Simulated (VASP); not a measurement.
# Cu (Fm-3m) in VASP: single point with LDA

Aim: the single point of Cu with LDA.

All numbers are computed with VASP 6.6.1; they aren't measurements. Logs are shortened: lines on timing, memory, paths and dates and some standing lists are left out, and cuts for length are marked.

### Step 1. The cell of the first run

It takes space group Fm-3m (No. 225, cubic). Conventional cell: a = 3.615 Å, b = 3.615 Å, c = 3.615 Å, α = 90.00°, β = 90.00°, γ = 90.00°. Within 3.4 Å of Cu (site symmetry m-3m) lie 12 Cu at 2.56 Å.

### Step 2. Single point, LDA

INCAR

```
ALGO     = Normal         # electronic algorithm
EDIFF    = 1E-6           # SCF threshold, eV
ENCUT    = 600            # plane-wave cutoff, eV
GGA      = CA             # functional
GGA_COMPAT= F            
ISIF     = 2              # what is computed and relaxed
ISMEAR   = -1             # smearing method
LASPH    = T              # aspherical terms in the spheres
LCHARG   = T              # write CHGCAR
LELF     = T              # ELF
LREAL    = F              # projectors in reciprocal space
LVHAR    = T            
LWAVE    = F              # write WAVECAR
NBANDS   = 12             # bands
NELM     = 120            # most SCF steps
PREC     = Accurate       # precision mode
SIGMA    = 0.1            # smearing width, eV
```

KPOINTS

```
k-points
0
Gamma
  12 12 12
```

POSCAR

```
Cu
1.0
    0.0000000000      1.8075000000      1.8075000000
    1.8075000000      0.0000000000      1.8075000000
    1.8075000000      1.8075000000      0.0000000000
Cu
1
Direct
    0.0000000000      0.0000000000      0.0000000000
```

Potentials or basis: VASP PAW LDA potentials, release 64 (Cu).

Launch:

```sh
$ cat potpaw_LDA.64/Cu/POTCAR > POTCAR
$ mpirun -np 1 vasp_std > vasp.out
```

OUTCAR:

```text
EDIFF = 1E-6
   ENCUT = 600
   GGA = CA
   ISIF = 2
   ISMEAR = -1
   LASPH = T
   LREAL = F
   NELM = 120
   PREC = Accurate

 ion  position               nearest neighbor table
   1  0.000  0.000  0.000-

  LATTYP: Found a face centered cubic cell.
 ALAT       =     3.6150000000

  Lattice vectors:

 A1 = (   0.0000000000,   1.8075000000,   1.8075000000)
 A2 = (   1.8075000000,   0.0000000000,   1.8075000000)
 A3 = (   1.8075000000,   1.8075000000,   0.0000000000)

Analysis of symmetry for initial positions (statically):
=====================================================================
 Subroutine PRICEL returns:
 Original cell was already a primitive cell.

 Routine SETGRP: Setting up the symmetry group for a
 face centered cubic supercell.

 Subroutine GETGRP returns: Found 48 space group operations
 (whereof 48 operations were pure point group operations)
 out of a pool of 48 trial point group operations.

The static configuration has the point symmetry O_h .

Analysis of symmetry for dynamics (positions and initial velocities):
=====================================================================
 Subroutine PRICEL returns:
 Original cell was already a primitive cell.

 Routine SETGRP: Setting up the symmetry group for a
 face centered cubic supercell.

 Subroutine GETGRP returns: Found 48 space group operations
 (whereof 48 operations were pure point group operations)
 out of a pool of 48 trial point group operations.

The dynamic configuration has the point symmetry O_h .

 Subroutine INISYM returns: Found 48 space group operations
 (whereof 48 operations are pure point group operations),
 and found     1 'primitive' translations

----------------------------------------------------------------------------------------

                                     Primitive cell

  volume of cell :      11.8104

  direct lattice vectors                    reciprocal lattice vectors
     0.000000000  1.807500000  1.807500000    -0.276625173  0.276625173  0.276625173
     1.807500000  0.000000000  1.807500000     0.276625173 -0.276625173  0.276625173
     1.807500000  1.807500000  0.000000000     0.276625173  0.276625173 -0.276625173

  length of vectors
     2.556191014  2.556191014  2.556191014     0.479128854  0.479128854  0.479128854

  position of ions in fractional coordinates (direct lattice)
     0.000000000  0.000000000  0.000000000

  ion indices of the primitive-cell ions
   primitive index   ion index
                 1           1

----------------------------------------------------------------------------------------

 KPOINTS: k-points

Automatic generation of k-mesh.
 Grid dimensions read from file:
 generate k-points for:   12   12   12

 Generating k-lattice:

  Cartesian coordinates                     Fractional coordinates (reciprocal lattice)
    -0.023052098  0.023052098  0.023052098     0.083333333  0.000000000  0.000000000
     0.023052098 -0.023052098  0.023052098     0.000000000  0.083333333  0.000000000
     0.023052098  0.023052098 -0.023052098     0.000000000  0.000000000  0.083333333

  Length of vectors
     0.039927405  0.039927405  0.039927405

  Shift w.r.t. Gamma in fractional coordinates (k-lattice)
     0.000000000  0.000000000  0.000000000

 Subroutine IBZKPT returns following result:
 ===========================================

 Found     72 irreducible k-points:

 Following reciprocal coordinates:
            Coordinates               Weight
  0.000000  0.000000  0.000000      1.000000
  0.083333  0.000000  0.000000      8.000000
  0.166667  0.000000  0.000000      8.000000
  0.250000  0.000000  0.000000      8.000000
  0.333333  0.000000  0.000000      8.000000
  0.416667  0.000000  0.000000      8.000000
[... 16 lines left out ...]
  0.500000  0.166667  0.000000     24.000000
 -0.416667  0.166667  0.000000     24.000000
 [... further k-points ...]
   k-points           NKPTS =     72   k-points in BZ     NKDIM =     72   number of bands    NBANDS=     12
   number of dos      NEDOS =    301   number of ions     NIONS =      1
   total plane-waves  NPLWV =   8000
   dimension x,y,z NGX =    20 NGY =   20 NGZ =   20
   dimension x,y,z NGXF=    40 NGYF=   40 NGZF=   40
   ions per type =               1
   NGX,Y,Z   is equivalent  to a cutoff of  13.01, 13.01, 13.01 a.u.
   NGXF,Y,Z  is equivalent  to a cutoff of  26.01, 26.01, 26.01 a.u.
 SYSTEM =  unknown system
   PREC   = accura    normal or accurate (medium, high low for compatibility)
   ISTART =      0    job   : 0-new  1-cont  2-samecut
   ICHARG =      2    charge: 1-file 2-atom 10-const
   ISPIN  =      1    spin polarized calculation?
   LNONCOLLINEAR =      F non collinear calculations
   LSORBIT =      F    spin-orbit coupling
   LASPH  =      T    aspherical Exc in radial PAW
   ENCUT  =  600.0 eV  44.10 Ry    6.64 a.u.   5.11  5.11  5.11*2*pi/ulx,y,z
   NELM   =    120;   NELMIN=  2; NELMDL= -5     # of ELM steps
   EDIFF  = 0.1E-05   stopping-criterion for ELM
   LREAL  =      F    real-space projection
   EDIFFG = 0.1E-04   stopping-criterion for IOM
   NSW    =      0    number of steps for IOM
   IBRION =     -1    ionic relax: 0-MD 1-quasi-New 2-CG
   NFREE  =      0    steps in history (QN), initial steepest desc. (CG)
   ISIF   =      2    stress and relaxation
   ISYM   =      2    0-nonsym 1-usesym 2-fastsym
   POTIM  = 0.5000    time-step for ionic-motion
   TEBEG  =    0.0;   TEEND  =   0.0 temperature during run
   PSTRESS=    0.0 pullay stress
   NELECT =      11.0000    total number of electrons
   NUPDOWN=      -1.0000    fix difference up-down
   EMIN   =  10.00;   EMAX   =-10.00  energy-range for DOS
   EFERMI =   0.00;   METHOD = LEGACY
   ISMEAR =    -1;   SIGMA  =   0.10  broadening in eV -4-tet -1-fermi 0-gaus
   EFERMI_NEDOS =   21; number of points for ismear=-14 and -15
   IALGO  =     38    algorithm
   IMIX   =      4    mixing-type and parameters
     AMIX     =   0.40;   BMIX     =  1.00
     AMIX_MAG =   1.60;   BMIX_MAG =  1.00
  volume/ion in A,a.u.               =      11.81        79.70
  Fermi-wavevector in a.u.,A,eV,Ry     =   1.598763  3.021224 34.777078  2.556043
  Thomas-Fermi vector in A             =   2.696162
   LORBIT       =      0    0 simple, 1 ext, 2 COOP (PROOUT), +10 PAW based schemes
   GGA     = CA    functional components
   LHFCALC =     F    Hartree Fock is set to
   AEXX    =    0.0000 exact exchange contribution
   IVDW    =     0    specifies the selected vdW correction
   LEPSILON=     F    determine dielectric tensor
   LRPA    =     F    only Hartree local field effects (RPA)
 non-spin polarized calculation
  energy-cutoff  :      600.00
  volume of cell :       11.81
 maximum number of plane-waves:       411
   NGX = 11   NGY = 11   NGZ = 11

 number of electron      11.0000001 magnetization

 Free energy of the ion-electron system (eV)
  ---------------------------------------------------
  ext. energy  EPLUGINS =         0.00000000
  ---------------------------------------------------
  free energy    TOTEN  =        -4.67554575 eV

  energy without entropy =       -4.66344771  energy(sigma->0) =       -4.66949673

 E-fermi :   7.2667     XC(G=0): -13.1032

 val. band max:        7.2370755428   @ k =   0.5000   0.3333   0.1667
 cond. band min:       7.3790959859   @ k =   0.5000   0.2500   0.0833
 fundamental gap:      0.1420204431
 Fermi energy:         7.2667430602

 k-point     1 :       0.0000    0.0000    0.0000
  band No.  band energies     occupation
      1      -2.0108      2.00000
      2       4.2591      2.00000
      3       4.2591      2.00000
      4       4.2591      2.00000
      5       5.0967      2.00000
      6       5.0967      2.00000
      7      30.0235      0.00000
      8      32.4829      0.00000
      9      32.4829      0.00000
     10      32.4829      0.00000
     11      35.0208      0.00000
     12      35.0208      0.00000

 k-point     2 :       0.0833    0.0000    0.0000
  band No.  band energies     occupation
      1      -1.7586      2.00000
      2       4.2071      2.00000
      3       4.3057      2.00000
      4       4.3057      2.00000
      5       5.0794      2.00000
      6       5.0794      2.00000
      7      28.2223      0.00000
      8      30.8215      0.00000
      9      31.7958      0.00000
     10      31.7958      0.00000
     11      36.0608      0.00000
     12      36.0608      0.00000

 k-point     3 :       0.1667    0.0000    0.0000
  band No.  band energies     occupation
      1      -1.0229      2.00000
      2       4.0863      2.00000
      3       4.3992      2.00000
      4       4.3992      2.00000
      5       5.0705      2.00000
      6       5.0705      2.00000
      7      23.9658      0.00000
      8      30.4397      0.00000
      9      30.8153      0.00000
     10      30.8153      0.00000
     11      36.9518      0.00000
     12      37.4273      0.00000
[... 286 lines left out ...]
 k-point    23 :       0.5000    0.1667    0.0000
  band No.  band energies     occupation
      1       2.6434      2.00000
      2       3.8785      2.00000
      3       4.3564      2.00000
      4       4.5585      2.00000
      5       5.6843      2.00000
      6       7.8039      0.00925
      7      12.3256      0.00000
      8      23.0746      0.00000
      9      25.3804      0.00000
     10      27.6819      0.00000
     11      37.3790      0.00000
     12      37.8554      0.00000

 k-point    24 :      -0.4167    0.1667    0.0000
  band No.  band energies     occupation
      1       2.6987      2.00000
      2       3.9216      2.00000
      3       4.4479      2.00000
      4       4.5240      2.00000
      5       5.5659      2.00000
      6       8.3367      0.00005
      7      11.6245      0.00000
      8      22.0637      0.00000
      9      26.4069      0.00000
     10      28.1098      0.00000
     11      36.4883      0.00000
     12      37.3480      0.00000

 [... further k-points ...]
[... 5 lines left out ...]
  --------------------------------------------------------------------------------------
  -------------------------------------------------------------------------------------
  Total       -0.8600682     -0.8600682     -0.8600682      0.0000000      0.0000000      0.0000000
  in kB     -116.6751973   -116.6751973   -116.6751973      0.0000000      0.0000000      0.0000000
  external PRESSURE =    -116.6751973 kB  Pullay stress =       0.0000000 kB

 VOLUME and BASIS-vectors are now :
 -----------------------------------------------------------------------------
  energy-cutoff  :      600.00
  volume of cell :       11.81
      direct lattice vectors                 reciprocal lattice vectors
     0.000000000  1.807500000  1.807500000    -0.276625173  0.276625173  0.276625173
     1.807500000  0.000000000  1.807500000     0.276625173 -0.276625173  0.276625173
     1.807500000  1.807500000  0.000000000     0.276625173  0.276625173 -0.276625173

 POSITION                                       TOTAL-FORCE (eV/Angst)
 -----------------------------------------------------------------------------------
      0.00000      0.00000      0.00000         0.000000      0.000000      0.000000
 -----------------------------------------------------------------------------------
    total drift:                                0.000000      0.000000      0.000000

  FREE ENERGIE OF THE ION-ELECTRON SYSTEM (eV)
  ---------------------------------------------------
  free  energy   TOTEN  =        -4.6755457521 eV

  energy  without entropy=       -4.6634477102  energy(sigma->0) =       -4.66949673
```

Run time: 8.9 s. Hardware: 1 thread of Intel Xeon Platinum 8259CL at 2.50GHz (Skylake/Cascade Lake), shared host; peak memory 0.12 GiB.

What came out:

* Free energy: -4.6755 eV
* Pressure: -11.7 GPa

Levels at points of the mesh, in eV from the Fermi level:
| k point | band 3 | band 4 | band 5 | band 6 | band 7 | band 8 | band 9 | band 10 |
| --- | --- | --- | --- | --- | --- | --- | --- | --- |
| (0.00, 0.00, 0.00) | -3.01 | -3.01 | -2.17 | -2.17 | 22.76 | 25.22 | 25.22 | 25.22 |
| (0.50, 0.00, 0.00) | -3.03 | -1.60 | -1.60 | -0.91 | 3.79 | 21.27 | 21.98 | 21.98 |
| (0.50, 0.50, 0.00) | -1.61 | -1.46 | -1.46 | 1.56 | 7.17 | 13.07 | 13.07 | 17.71 |
